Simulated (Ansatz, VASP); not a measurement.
Two plane-wave programs on Cr3O

The input INCAR:

```
PREC     = Accurate       # precision mode
ENCUT    = 600            # plane-wave cutoff, eV
EDIFF    = 1E-6           # SCF threshold, eV
ISMEAR   = 0              # smearing method
SIGMA    = 0.1            # smearing width, eV
LREAL    = False          # projectors in reciprocal space
LASPH    = True           # aspherical terms in the spheres
NELM     = 60             # most SCF steps
ALGO     = Normal         # electronic algorithm
ISIF     = 3              # what is computed and relaxed
LWAVE    = False          # write WAVECAR
LCHARG   = False          # write CHGCAR
GGA      = PE             # functional
IBRION   = 2              # ionic algorithm
NSW      = 90             # ionic steps
EDIFFG   = -0.04          # ionic threshold
```

KPOINTS

```
Automatic mesh
0
Gamma
  6 6 4
```

POSCAR

```
Cr3O
1.0
    5.1435464707      0.0000000000      0.0000000000
   -2.5717732353      4.4544419091      0.0000000000
    0.0000000000      0.0000000000      4.1284896524
Cr O
6 2
Direct
    0.8330000000      0.6660000000      0.2500000000
    0.1670000000      0.8330000000      0.7500000000
    0.3340000000      0.1670000000      0.2500000000
    0.1670000000      0.3340000000      0.7500000000
    0.8330000000      0.1670000000      0.2500000000
    0.6660000000      0.8330000000      0.7500000000
    0.3333333333      0.6666666667      0.2500000000
    0.6666666667      0.3333333333      0.7500000000
```

Input for Ansatz:

```yaml
crystal:
  lattice:
    - [5.1435464707, 0.0, 0.0]
    - [-2.5717732353, 4.4544419091, 0.0]
    - [0.0, 0.0, 4.1284896524]
  atoms:
    - { symbol: Cr, position: [0.833, 0.666, 0.25] }
    - { symbol: Cr, position: [0.167, 0.833, 0.75] }
    - { symbol: Cr, position: [0.334, 0.167, 0.25] }
    - { symbol: Cr, position: [0.167, 0.334, 0.75] }
    - { symbol: Cr, position: [0.833, 0.167, 0.25] }
    - { symbol: Cr, position: [0.666, 0.833, 0.75] }
    - { symbol: O, position: [0.3333333333, 0.6666666667, 0.25] }
    - { symbol: O, position: [0.6666666667, 0.3333333333, 0.75] }
basis:
  ecutwfc: 420
kpoints:
  mp_grid: { grid: [6, 6, 4] }
hamiltonian:
  xc: pbe
scf:
  occupations: { method: gaussian, width: 0.1 }
  lower_state_search: "off"
output:
  forces: true
  stress: true
  eigenvalues: true
relax:
  adjacent_minimum: "off"
  f_tol: 0.04
  max_steps: 70
  cell: { stress_tol: 0.4 }
```

Alike in both runs: task relaxation of cell and atoms; functional PBE; k mesh 6 × 6 × 4; occupations gaussian, width 0.1 eV; no spin polarisation.

|  | VASP | Ansatz |
| --- | --- | --- |
| version | VASP 6.6.1 | Ansatz 0.2.0 |
| potentials or method | VASP PAW PBE potentials, release 64 (Cr_pv, O), cutoff 600 eV | scalar-relativistic, plane waves, PAW |
| valence electrons in the cell | 84 | 96 |

Ansatz gave:

| Quantity | Value |
| --- | --- |
| gap on the k mesh at the Fermi level, each at its own relaxed structure (eV) | none |
| relaxed volume (Å³/atom) | 10.89 |
| relaxed cell length with the largest relative difference (Å) | 5.044 |

Question: Which values does VASP return?

Answer: gap on the k mesh at the Fermi level, each at its own relaxed structure (eV): none; relaxed volume (Å³/atom): 10.85; relaxed cell length with the largest relative difference (Å): 5.026.

A gap of «none» marks a metal or a gap that the smearing closes. VASP's potentials hold 84 valence electrons a cell and Ansatz's 96, so a difference there can come from the potentials and not from the codes.

The k mesh is coarse, so the values compare programs but aren't converged.
